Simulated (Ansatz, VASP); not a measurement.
# B3Pd: VASP beside Ansatz

```
CELL_PARAMETERS angstrom
0.00000 2.61994 2.61994
2.61994 0.00000 2.61994
2.61994 2.61994 0.00000
ATOMIC_POSITIONS crystal
B 0.00000 0.00000 0.00000
B 0.25000 0.25000 0.25000
B 0.75000 0.75000 0.75000
Pd 0.50000 0.50000 0.50000
```

Alike in both runs: functional PBE; k mesh 6 × 6 × 6; occupations gaussian, width 0.2 eV; no spin polarisation.

Ansatz relaxed the structure, and its values are those at the end. VASP's run is a single point on that final structure, the one shown.

```csv
,VASP,Ansatz
version,VASP 6.6.1,Ansatz 0.2.0
potentials or method,"VASP PAW PBE potentials, release 64 (B, Pd), cutoff 500 eV","scalar-relativistic, plane waves, PAW"
valence electrons in the cell,19,27
```

|  | VASP | Ansatz | Ansatz less VASP |
| --- | --- | --- | --- |
| gap on the k mesh at the Fermi level (eV) | none | none | - |
| pressure (GPa) | 0.1 | 0.1 | 0.00 |

A gap of «none» marks a metal or a gap that the smearing closes. VASP's potentials hold 19 valence electrons a cell and Ansatz's 27, so a difference there can come from the potentials and not from the codes.
